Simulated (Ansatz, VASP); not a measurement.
One calculation of Ru, two programs

```
Ru
1.0
     1.50015   -4.75878    0.00000
     1.50015    4.75878    0.00000
     0.00000    0.00000    3.97019
Ru
4
Direct
  0.09800 0.90200 0.91000
  0.59800 0.40200 0.59000
  0.90200 0.09800 0.09000
  0.40200 0.59800 0.41000
```

Alike in both runs: task relaxation of cell and atoms; functional PBEsol; k mesh 6 × 6 × 4; occupations gaussian, width 0.1 eV; no spin polarisation.

|  | VASP | Ansatz |
| --- | --- | --- |
| version | VASP 6.6.1 | Ansatz 0.2.0 |
| potentials or method | VASP PAW PBE potentials, release 64 (Ru_pv), cutoff 600 eV | scalar-relativistic, plane waves, PAW |
| valence electrons in the cell | 56 | 64 |

Ansatz gave:

```
gap on the k mesh at the Fermi level, each at its own relaxed structure (eV)  : none
relaxed volume (Å³/atom)                                                      : 14.25
relaxed length of the cell vector where the two differ most in proportion (Å) : 4.576
```

**Question.** Estimate VASP's values.

**Answer.** gap on the k mesh at the Fermi level, each at its own relaxed structure (eV): none; relaxed volume (Å³/atom): 14.18; relaxed length of the cell vector where the two differ most in proportion (Å): 4.510.

VASP's potentials were made for PBE, not for PBEsol. A gap of «none» marks a metal or a gap that the smearing closes. VASP's potentials hold 56 valence electrons a cell and Ansatz's 64, so a difference there can come from the potentials and not from the codes.

The k mesh is coarse, so the values compare programs but aren't converged.
